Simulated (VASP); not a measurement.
TiC: single point with PBE

Crystal: TiC.

```
Ti C
1.0
     0.00000    2.16400    2.16400
     2.16400    0.00000    2.16400
     2.16400    2.16400    0.00000
Ti C
1 1
Cartesian
  0.0000 0.0000 0.3000
  2.1640 2.1640 2.1640
```

This cell differs from its parent crystal: all Ti atoms moved -0.300 Å, as atom 1 towards its neighbour atom 2 (C) at 2.164 Å.

```yaml
Program: VASP 6.6.1
Task: single point
Functional: PBE
Potentials_or_basis: VASP PAW PBE potentials, release 64 (Ti_sv, C)
Cutoff: 520 eV
k_mesh: 18 × 18 × 18
Occupations: gaussian, width 0.15 eV
Spin: no spin polarisation
Dipole_correction: no
Further_INCAR_settings: ALGO = Normal; EDIFF = 1e-06; NBANDS = 15
```

```yaml
Pressure: 12.6 GPa
Largest_force: 3.512 eV/Å
Band_gap_on_the_k_mesh: zero (bands 8 and 9 overlap by 0.84 eV)
```

Forces on the atoms (eV/Å):
```
Ti   0.000  0.000 -3.512
C    0.000  0.000  3.512
```

Stress tensor (GPa, compression positive):
```
 2.09  0.00  0.00
 0.00  2.09  0.00
 0.00  0.00 33.64
```

Levels at points of the mesh, in eV from the Fermi level:
| k point | band 6 | band 7 | band 8 | band 9 | band 10 | band 11 |
| --- | --- | --- | --- | --- | --- | --- |
| (0.00, 0.00, 0.00) | -0.57 | -0.57 | -0.48 | 0.80 | 1.83 | 3.37 |
| (0.50, 0.00, 0.00) | -5.71 | -2.76 | -2.66 | 2.85 | 3.06 | 4.25 |
| (0.50, 0.50, 0.00) | -3.01 | -1.56 | 0.03 | 0.03 | 2.86 | 3.61 |
| (0.00, 0.50, 0.50) | -3.38 | -2.84 | -0.42 | 1.67 | 3.59 | 3.60 |

Wall time 85 s on 1 thread of AMD EPYC 9R45 (Zen 5), on a shared host, peak memory 0.23 GiB.

Caveat: the cell differs from its parent crystal (all Ti atoms moved -0.300 Å, as atom 1 towards its neighbour atom 2 (C) at 2.164 Å); the cell stands under pressure; forces of over 1 eV/Å act on the atoms, so gaps and moduli don't describe the material at rest.
